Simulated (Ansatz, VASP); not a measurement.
Two plane-wave programs on Ta3N

INCAR

```
PREC = Accurate
ENCUT = 520
EDIFF = 1E-7
ISMEAR = 0
SIGMA = 0.1
LREAL = F
LASPH = T
NELM = 60
ALGO = Normal
ISIF = 2
LWAVE = F
LCHARG = F
GGA = PE
NBANDS = 27
```

KPOINTS

```
regular mesh
0
Gamma
  6 6 6
```

POSCAR

```
Ta3N
1.0
   -2.5936163600      2.5936163600      2.5936163600
    2.5936163600     -2.5936163600      2.5936163600
    2.5936163600      2.5936163600     -2.5936163600
Ta N
3 1
Direct
    0.0000000000      0.5000000000      0.5000000000
    0.5000000000      0.0000000000      0.5000000000
    0.5000000000      0.5000000000      0.0000000000
    0.0000000000      0.0000000000      0.0000000000
```

Input for Ansatz:

```yaml
crystal:
  lattice:
    - [-2.59361636, 2.59361636, 2.59361636]
    - [2.59361636, -2.59361636, 2.59361636]
    - [2.59361636, 2.59361636, -2.59361636]
  atoms:
    - { symbol: Ta, position: [0.0, 0.5, 0.5] }
    - { symbol: Ta, position: [0.5, 0.0, 0.5] }
    - { symbol: Ta, position: [0.5, 0.5, 0.0] }
    - { symbol: "N", position: [0.0, 0.0, 0.0] }
basis:
  ecutwfc: 420
kpoints:
  mp_grid: { grid: [6, 6, 6] }
hamiltonian:
  xc: pbe
scf:
  occupations: { method: gaussian, width: 0.1 }
  lower_state_search: "off"
output:
  forces: true
  stress: true
  eigenvalues: true
```

Alike in both runs: task single point; functional PBE; k mesh 6 × 6 × 6; occupations gaussian, width 0.1 eV; no spin polarisation.

|  | VASP | Ansatz |
| --- | --- | --- |
| version | VASP 6.6.1 | Ansatz 0.2.0 |
| potentials or method | VASP PAW PBE potentials, release 64 (Ta_pv, N), cutoff 520 eV | scalar-relativistic, plane waves, PAW |
| valence electrons in the cell | 38 | 44 |

|  | VASP | Ansatz | Ansatz less VASP |
| --- | --- | --- | --- |
| gap on the k mesh at the Fermi level (eV) | none | none | - |
| pressure (GPa) | -8.5 | -8.7 | -0.17 |

A gap of «none» marks a metal or a gap that the smearing closes. VASP's potentials hold 38 valence electrons a cell and Ansatz's 44, so a difference there can come from the potentials and not from the codes.

Neither program's run includes spin-orbit coupling.
